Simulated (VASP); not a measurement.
# FeCo4 (P6_3/mmc) in VASP: a series of runs

The runs below take FeCo4 through single point, with PBE.

All numbers are computed with VASP 6.6.1; they aren't measurements. Logs are shortened: lines on timing, memory, paths and dates and some standing lists are left out, and cuts for length are marked.

## Step 1: The cell of the first run

The structure is hexagonal, space group P6_3/mmc (No. 194). Conventional cell: a = 2.496 Å, b = 2.496 Å, c = 19.716 Å, α = 90.00°, β = 90.00°, γ = 120.00°. Fe (site symmetry -6m2) has 6 Co at 2.44 Å and 6 Fe at 2.50 Å within 3.2 Å. Within 3.2 Å of Co (site symmetry 3m) lie 12 Co at 2.44 to 2.50 Å. Co (site symmetry 3m) has 3 Fe at 2.44 Å and 9 Co at 2.44 to 2.50 Å within 3.2 Å.

## Step 2: Single point, PBE, collinear spin, ferromagnetic start

The input, INCAR:

```
SYSTEM = FeCo4
  PREC = Accurate
  ENCUT = 520
  EDIFF = 1E-6
  ISMEAR = 0
  SIGMA = 0.1
  LREAL = .False.
  LASPH = .True.
  NELM = 150
  ALGO = Fast
  ISIF = 2
  LWAVE = .False.
  LCHARG = .True.
  ISPIN = 2
  MAGMOM = 4 4 3 3 3 3 3 3 3 3
  LORBIT = 11
  LMAXMIX = 4
  GGA = PE
  LELF = .True.
  LVHAR = .True.
  NBANDS = 59
```

The input, KPOINTS:

```
Automatic mesh
0
Gamma
  6 6 1
  0 0 0
```

The input, POSCAR:

```
FeCo4
1.0
    2.4958267700      0.0000000000      0.0000000000
   -1.2479133800      2.1614493800      0.0000000000
    0.0000000000      0.0000000000     19.7162187300
Fe Co
2 8
Direct
    0.3333333300      0.6666666700      0.2500000000
    0.6666666700      0.3333333300      0.7500000000
    0.3333333300      0.6666666700      0.0500000000
    0.3333333300      0.6666666700      0.4500000000
    0.3333333300      0.6666666700      0.6500000000
    0.3333333300      0.6666666700      0.8500000000
    0.6666666700      0.3333333300      0.1500000000
    0.6666666700      0.3333333300      0.3500000000
    0.6666666700      0.3333333300      0.5500000000
    0.6666666700      0.3333333300      0.9500000000
```

Potentials or basis: VASP PAW PBE potentials, release 64 (Fe, Co).

Run with:

```bash
> cat potpaw_PBE.64/Fe/POTCAR potpaw_PBE.64/Co/POTCAR > POTCAR
> mpirun -np 1 vasp_std > vasp.out
```

OUTCAR:

```text
SYSTEM = FeCo4
   PREC = Accurate
   ENCUT = 520
   EDIFF = 1E-6
   ISMEAR = 0
   LREAL = .False.
   LASPH = .True.
   NELM = 150
   ISIF = 2
   ISPIN = 2
   LORBIT = 11
   GGA = PE

 ion  position               nearest neighbor table
   1  0.333  0.667  0.250-   7 2.44   8 2.44   7 2.44   8 2.44   7 2.44   8 2.44
   2  0.667  0.333  0.750-   5 2.44   6 2.44   5 2.44   6 2.44   5 2.44   6 2.44
   3  0.333  0.667  0.050-  10 2.44   7 2.44  10 2.44   7 2.44  10 2.44   7 2.44
   4  0.333  0.667  0.450-   9 2.44   8 2.44   9 2.44   8 2.44   9 2.44   8 2.44
   5  0.333  0.667  0.650-   2 2.44   9 2.44   2 2.44   9 2.44   2 2.44   9 2.44
   6  0.333  0.667  0.850-   2 2.44  10 2.44   2 2.44  10 2.44   2 2.44  10 2.44
   7  0.667  0.333  0.150-   1 2.44   3 2.44   1 2.44   3 2.44   1 2.44   3 2.44
   8  0.667  0.333  0.350-   1 2.44   4 2.44   1 2.44   4 2.44   1 2.44   4 2.44
   9  0.667  0.333  0.550-   4 2.44   5 2.44   4 2.44   5 2.44   4 2.44   5 2.44
  10  0.667  0.333  0.950-   3 2.44   6 2.44   3 2.44   6 2.44   3 2.44   6 2.44

  LATTYP: Found a hexagonal cell.
 ALAT       =     2.4958267700
 C/A-ratio  =     7.8996743552

  Lattice vectors:

 A1 = (   2.4958267700,   0.0000000000,   0.0000000000)
 A2 = (  -1.2479133800,   2.1614493800,   0.0000000000)
 A3 = (   0.0000000000,   0.0000000000,  19.7162187300)

Analysis of symmetry for initial positions (statically):
=====================================================================
 Subroutine PRICEL returns:
 Original cell was already a primitive cell.

 Routine SETGRP: Setting up the symmetry group for a
 hexagonal supercell.

 Subroutine GETGRP returns: Found 24 space group operations
 (whereof 12 operations were pure point group operations)
 out of a pool of 24 trial point group operations.

The static configuration has the point symmetry D_3d.
 The point group associated with its full space group is D_6h.

Analysis of symmetry for dynamics (positions and initial velocities):
=====================================================================
 Subroutine PRICEL returns:
 Original cell was already a primitive cell.

 Routine SETGRP: Setting up the symmetry group for a
 hexagonal supercell.

 Subroutine GETGRP returns: Found 24 space group operations
 (whereof 12 operations were pure point group operations)
 out of a pool of 24 trial point group operations.

The dynamic configuration has the point symmetry D_3d.
 The point group associated with its full space group is D_6h.

Analysis of structural, dynamic, and magnetic symmetry:
=====================================================================
 Subroutine PRICEL returns:
 Original cell was already a primitive cell.

 Routine SETGRP: Setting up the symmetry group for a
 hexagonal supercell.

 Subroutine GETGRP returns: Found 24 space group operations
 (whereof 12 operations were pure point group operations)
 out of a pool of 24 trial point group operations.

The overall configuration has the point symmetry D_3d.
 The point group associated with its full space group is D_6h.

 Subroutine INISYM returns: Found 24 space group operations
 (whereof 12 operations are pure point group operations),
 and found     1 'primitive' translations

----------------------------------------------------------------------------------------

                                     Primitive cell

  volume of cell :     106.3612

  direct lattice vectors                    reciprocal lattice vectors
     2.495826770  0.000000000  0.000000000     0.400668833  0.231326258  0.000000000
    -1.247913380  2.161449380  0.000000000     0.000000000  0.462652519  0.000000000
     0.000000000  0.000000000 19.716218730     0.000000000  0.000000000  0.050719665

  length of vectors
     2.495826770  2.495826762 19.716218730     0.462652517  0.462652519  0.050719665

  position of ions in fractional coordinates (direct lattice)
     0.333333330  0.666666670  0.250000000
     0.666666670  0.333333330  0.750000000
     0.333333330  0.666666670  0.050000000
     0.333333330  0.666666670  0.450000000
     0.333333330  0.666666670  0.650000000
     0.333333330  0.666666670  0.850000000
     0.666666670  0.333333330  0.150000000
     0.666666670  0.333333330  0.350000000
     0.666666670  0.333333330  0.550000000
     0.666666670  0.333333330  0.950000000

  ion indices of the primitive-cell ions
   primitive index   ion index
                 1           1
                 2           2
                 3           3
                 4           4
                 5           5
                 6           6
                 7           7
                 8           8
                 9           9
                10          10

----------------------------------------------------------------------------------------

 KPOINTS: Automatic mesh

Automatic generation of k-mesh.
 Grid dimensions read from file:
 generate k-points for:    6    6    1

 Generating k-lattice:

  Cartesian coordinates                     Fractional coordinates (reciprocal lattice)
     0.066778139  0.038554376  0.000000000     0.166666667  0.000000000  0.000000000
     0.000000000  0.077108753  0.000000000     0.000000000  0.166666667  0.000000000
     0.000000000  0.000000000  0.050719665     0.000000000  0.000000000  1.000000000

  Length of vectors
     0.077108753  0.077108753  0.050719665

  Shift w.r.t. Gamma in fractional coordinates (k-lattice)
     0.000000000  0.000000000  0.000000000

 Subroutine IBZKPT returns following result:
 ===========================================

 Found      7 irreducible k-points:

 Following reciprocal coordinates:
            Coordinates               Weight
  0.000000  0.000000  0.000000      1.000000
  0.166667  0.000000  0.000000      6.000000
  0.333333 -0.000000  0.000000      6.000000
  0.500000 -0.000000  0.000000      3.000000
  0.166667  0.166667  0.000000      6.000000
  0.333333  0.166667  0.000000     12.000000
  0.333333  0.333333  0.000000      2.000000
   k-points           NKPTS =      7   k-points in BZ     NKDIM =      7   number of bands    NBANDS=     59
   number of dos      NEDOS =    301   number of ions     NIONS =     10
   total plane-waves  NPLWV =  60000
   dimension x,y,z NGX =    20 NGY =   20 NGZ =  150
   dimension x,y,z NGXF=    40 NGYF=   40 NGZF=  300
   ions per type =               2   8
   NGX,Y,Z   is equivalent  to a cutoff of  13.32, 13.32, 12.65 a.u.
   NGXF,Y,Z  is equivalent  to a cutoff of  26.64, 26.64, 25.30 a.u.
 SYSTEM =  FeCo4
   PREC   = accura    normal or accurate (medium, high low for compatibility)
   ISTART =      0    job   : 0-new  1-cont  2-samecut
   ICHARG =      2    charge: 1-file 2-atom 10-const
   ISPIN  =      2    spin polarized calculation?
   LNONCOLLINEAR =      F non collinear calculations
   LSORBIT =      F    spin-orbit coupling
   LASPH  =      T    aspherical Exc in radial PAW
   ENCUT  =  520.0 eV  38.22 Ry    6.18 a.u.   4.64  4.64 36.66*2*pi/ulx,y,z
   NELM   =    150;   NELMIN=  2; NELMDL= -5     # of ELM steps
   EDIFF  = 0.1E-05   stopping-criterion for ELM
   LREAL  =      F    real-space projection
   EDIFFG = 0.1E-04   stopping-criterion for IOM
   NSW    =      0    number of steps for IOM
   IBRION =     -1    ionic relax: 0-MD 1-quasi-New 2-CG
   NFREE  =      0    steps in history (QN), initial steepest desc. (CG)
   ISIF   =      2    stress and relaxation
   ISYM   =      2    0-nonsym 1-usesym 2-fastsym
   POTIM  = 0.5000    time-step for ionic-motion
   TEBEG  =    0.0;   TEEND  =   0.0 temperature during run
   PSTRESS=    0.0 pullay stress
   NELECT =      88.0000    total number of electrons
   NUPDOWN=      -1.0000    fix difference up-down
   EMIN   =  10.00;   EMAX   =-10.00  energy-range for DOS
   EFERMI =   0.00;   METHOD = LEGACY
   ISMEAR =     0;   SIGMA  =   0.10  broadening in eV -4-tet -1-fermi 0-gaus
   EFERMI_NEDOS =   21; number of points for ismear=-14 and -15
   IALGO  =     68    algorithm
   IMIX   =      4    mixing-type and parameters
     AMIX     =   0.40;   BMIX     =  1.00
     AMIX_MAG =   1.60;   BMIX_MAG =  1.00
  volume/ion in A,a.u.               =      10.64        71.78
  Fermi-wavevector in a.u.,A,eV,Ry     =   1.536885  2.904291 32.137168  2.362015
  Thomas-Fermi vector in A             =   2.643471
   LORBIT       =     11    0 simple, 1 ext, 2 COOP (PROOUT), +10 PAW based schemes
   GGA     = PE    functional components
   LHFCALC =     F    Hartree Fock is set to
   AEXX    =    0.0000 exact exchange contribution
   IVDW    =     0    specifies the selected vdW correction
   LEPSILON=     F    determine dielectric tensor
   LRPA    =     F    only Hartree local field effects (RPA)
 spin polarized calculation
 RMM-DIIS sequential band-by-band and
 Gauss-broadening in eV      SIGMA  =   0.10
  energy-cutoff  :      520.00
  volume of cell :      106.36
 maximum number of plane-waves:      2893
 NGX is ok and might be reduce to    20
   NGX =  9   NGY =  9   NGZ = 73

 number of electron      87.9999975 magnetization      17.7675634

 Free energy of the ion-electron system (eV)
  ---------------------------------------------------
  ext. energy  EPLUGINS =         0.00000000
  ---------------------------------------------------
  free energy    TOTEN  =       -72.36517055 eV

  energy without entropy =      -72.31958057  energy(sigma->0) =      -72.34237556

 E-fermi :   9.6607     XC(G=0): -13.5097

 val. band max:        9.6457134099   @ k =   0.1667   0.0000   0.0000
 cond. band min:       9.6673490395   @ k =   0.3333   0.3333   0.0000
 fundamental gap:      0.0216356296
 Fermi energy:         9.6607178365

 spin component 1

 k-point     1 :       0.0000    0.0000    0.0000
  band No.  band energies     occupation
      1       0.7354      1.00000
      2       1.1280      1.00000
      3       1.1877      1.00000
      4       2.3095      1.00000
      5       2.3490      1.00000
      6       3.7722      1.00000
[... 402 lines left out ...]
     55      15.0647      0.00000
     56      15.1044      0.00000
 Fermi energy:         9.6607178365

 spin component 2

 k-point     1 :       0.0000    0.0000    0.0000
  band No.  band energies     occupation
      1       0.7962      1.00000
      2       1.1471      1.00000
      3       1.3031      1.00000
      4       2.3613      1.00000
      5       2.4920      1.00000
      6       4.0154      1.00000
[... 402 lines left out ...]
     55      15.8664      0.00000
     56      15.8685      0.00000
 [bands above 56 left out]

------------------------ aborting loop because EDIFF is reached ----------------------------------------

  FORCE on cell =-STRESS in cart. coord.  units (eV):
  Direction    XX          YY          ZZ          XY          YZ          ZX
  --------------------------------------------------------------------------------------
  -------------------------------------------------------------------------------------
  Total        3.1556245      3.1556245     10.5699135      0.0000000     -0.0000000      0.0000000
  in kB       47.5349196     47.5349194    159.2204618      0.0000001     -0.0000000      0.0000000
  external PRESSURE =      84.7634336 kB  Pullay stress =       0.0000000 kB

 VOLUME and BASIS-vectors are now :
 -----------------------------------------------------------------------------
  energy-cutoff  :      520.00
  volume of cell :      106.36
      direct lattice vectors                 reciprocal lattice vectors
     2.495826770  0.000000000  0.000000000     0.400668833  0.231326258  0.000000000
    -1.247913380  2.161449380  0.000000000     0.000000000  0.462652519  0.000000000
     0.000000000  0.000000000 19.716218730     0.000000000  0.000000000  0.050719665

 POSITION                                       TOTAL-FORCE (eV/Angst)
 -----------------------------------------------------------------------------------
     -0.00000      1.44097      4.92905         0.000000     -0.000000      0.000000
      1.24791      0.72048     14.78716         0.000000      0.000000      0.000000
     -0.00000      1.44097      0.98581        -0.000000      0.000000     -0.069269
     -0.00000      1.44097      8.87230        -0.000000      0.000000      0.069269
     -0.00000      1.44097     12.81554        -0.000000      0.000000     -0.417825
     -0.00000      1.44097     16.75879        -0.000000      0.000000      0.417825
      1.24791      0.72048      2.95743        -0.000000     -0.000000     -0.417825
      1.24791      0.72048      6.90068        -0.000000     -0.000000      0.417825
      1.24791      0.72048     10.84392        -0.000000     -0.000000     -0.069269
      1.24791      0.72048     18.73041        -0.000000     -0.000000      0.069269
 -----------------------------------------------------------------------------------
    total drift:                               -0.000000      0.000000     -0.000001

  FREE ENERGIE OF THE ION-ELECTRON SYSTEM (eV)
  ---------------------------------------------------
  free  energy   TOTEN  =       -72.3651705505 eV

  energy  without entropy=      -72.3195805679  energy(sigma->0) =      -72.34237556

 total charge

# of ion       s       p       d       tot
------------------------------------------
    1        0.515   0.570   6.289   7.374
    2        0.515   0.570   6.289   7.374
    3        0.500   0.535   7.279   8.314
    4        0.500   0.535   7.279   8.314
    5        0.505   0.546   7.289   8.340
    6        0.505   0.546   7.289   8.340
    7        0.505   0.546   7.289   8.340
    8        0.505   0.546   7.289   8.340
    9        0.500   0.535   7.279   8.314
   10        0.500   0.535   7.279   8.314
--------------------------------------------------
tot          5.046   5.465  70.853  81.364

 magnetization (x)

# of ion       s       p       d       tot
------------------------------------------
    1       -0.010  -0.036   2.379   2.332
    2       -0.010  -0.036   2.379   2.332
    3       -0.015  -0.051   1.717   1.651
    4       -0.015  -0.051   1.717   1.651
    5       -0.018  -0.051   1.707   1.639
    6       -0.018  -0.051   1.707   1.639
    7       -0.018  -0.051   1.707   1.639
    8       -0.018  -0.051   1.707   1.639
    9       -0.015  -0.051   1.717   1.651
   10       -0.015  -0.051   1.717   1.651
--------------------------------------------------
tot         -0.154  -0.478  18.454  17.822
```

Run time: 5.6 min. Hardware: 1 thread of Oxide Virtual Turin-like, shared host; peak memory 0.27 GiB.

Results:

| Property | Result |
| --- | --- |
| Free energy | -72.3652 eV |
| Pressure | 8.5 GPa |
| Largest force | 0.418 eV/Å |
| Net moment | 17.77 μB per cell |
| Site moments | Fe +2.33; Co +1.65, +1.64 μB |
| Valence electrons inside the program's atomic spheres | Fe 7.37; Co 8.31, 8.34 |

Forces on the atoms (eV/Å):
```
Fe   0.000  0.000  0.000
Fe   0.000  0.000  0.000
Co   0.000  0.000 -0.069
Co   0.000  0.000  0.069
Co   0.000  0.000 -0.418
Co   0.000  0.000  0.418
Co   0.000  0.000 -0.418
Co   0.000  0.000  0.418
Co   0.000  0.000 -0.069
Co   0.000  0.000  0.069
```

Levels at points of the mesh, in eV from the Fermi level:
Spin up:
| k point | band 51 | band 52 | band 53 | band 54 | band 55 | band 56 | band 57 | band 58 | band 59 |
| --- | --- | --- | --- | --- | --- | --- | --- | --- | --- |
| (0.00, 0.00, 0.00) | -0.82 | -0.81 | -0.81 | -0.71 | -0.71 | -0.48 | -0.47 | -0.46 | 0.30 |
| (0.50, 0.00, 0.00) | 1.11 | 1.12 | 1.14 | 1.29 | 1.51 | 2.36 | 2.44 | 3.17 | 3.41 |
Spin down:
| k point | band 32 | band 33 | band 34 | band 35 | band 36 | band 37 | band 38 | band 39 |
| --- | --- | --- | --- | --- | --- | --- | --- | --- |
| (0.00, 0.00, 0.00) | -0.61 | -0.59 | -0.48 | -0.34 | -0.18 | -0.18 | -0.15 | -0.15 |
| (0.50, 0.00, 0.00) | 0.16 | 0.28 | 0.42 | 0.74 | 1.00 | 1.12 | 1.20 | 1.25 |

Caveat: the k points lie up to 0.48 Å⁻¹ apart.

## Step 3: Single point, PBE, collinear spin, ferromagnetic start

This run uses another cell than the first one, of 11.08 Å³/atom, 1.041 times its volume.

The input, INCAR:

```
  PREC = Accurate
  ENCUT = 520
  EDIFF = 1E-7
  ISMEAR = 0
  SIGMA = 0.1
  LREAL = False
  LASPH = True
  NELM = 150
  ALGO = Normal
  ISIF = 2
  LWAVE = False
  LCHARG = False
  ISPIN = 2
  MAGMOM = 4 4 3 3 3 3 3 3 3 3
  LORBIT = 11
  LMAXMIX = 4
  GGA = PE
  NBANDS = 59
```

The input, KPOINTS:

```
Automatic mesh
0
Gamma
  6 6 1
```

The input, POSCAR:

```
FeCo4
1.0
    2.4901506891     -0.0000000029      0.0000000000
   -1.2450753420      2.1565337574      0.0000000000
    0.0000000000      0.0000000000     20.6239446160
Fe Co
2 8
Direct
    0.3333333333      0.6666666667      0.2500000000
    0.6666666667      0.3333333333      0.7500000000
    0.3333333333      0.6666666667      0.0496784054
    0.3333333333      0.6666666667      0.4503215946
    0.3333333333      0.6666666667      0.6469300938
    0.3333333333      0.6666666667      0.8530699062
    0.6666666667      0.3333333333      0.1469300938
    0.6666666667      0.3333333333      0.3530699062
    0.6666666667      0.3333333333      0.5496784054
    0.6666666667      0.3333333333      0.9503215946
```

Potentials or basis: VASP PAW PBE potentials, release 64 (Fe, Co).

Run with:

```bash
> cat potpaw_PBE.64/Fe/POTCAR potpaw_PBE.64/Co/POTCAR > POTCAR
> mpirun -np 1 vasp_std > vasp.out
```

It took 7.5 min on 1 thread of Oxide Virtual Turin-like, shared host; peak memory 0.29 GiB.

The run converged. Its results:

```yaml
Free_energy: -72.6558 eV
Pressure: -0.3 GPa
Largest_force: 0.014 eV/Å
Net_moment: 18.12 μB per cell
Site_moments: Fe +2.52; Co +1.64, +1.67 μB
Valence_electrons_inside_the_program's_atomic_spheres: Fe 7.23; Co 8.27, 8.25
```

Forces on the atoms (eV/Å):
```
Fe   0.000  0.000  0.000
Fe   0.000  0.000  0.000
Co   0.000  0.000 -0.014
Co   0.000  0.000  0.014
Co   0.000  0.000 -0.012
Co   0.000  0.000  0.012
Co   0.000  0.000 -0.012
Co   0.000  0.000  0.012
Co   0.000  0.000 -0.014
Co   0.000  0.000  0.014
```

Stress tensor (GPa, compression positive):
```
-0.06  0.00  0.00
 0.00 -0.06  0.00
 0.00  0.00 -0.82
```

Levels at points of the mesh, in eV from the Fermi level:
Spin up:
```csv
k point,band 52,band 53,band 54,band 55,band 56,band 57,band 58,band 59
"(0.00, 0.00, 0.00)",-0.96,-0.96,-0.86,-0.86,-0.80,-0.80,-0.79,-0.79
"(0.50, 0.00, 0.00)",1.07,1.13,1.19,1.41,2.26,2.28,3.10,3.21
```
Spin down:
```tsv
k point	band 32	band 33	band 34	band 35	band 36	band 37
(0.00, 0.00, 0.00)	-0.67	-0.67	-0.65	-0.65	-0.30	-0.02
(0.50, 0.00, 0.00)	0.14	0.16	0.46	0.80	0.94	1.06
```

Caveat: the k points lie up to 0.49 Å⁻¹ apart; the bands computed are all filled at some k points, so no gap is given.
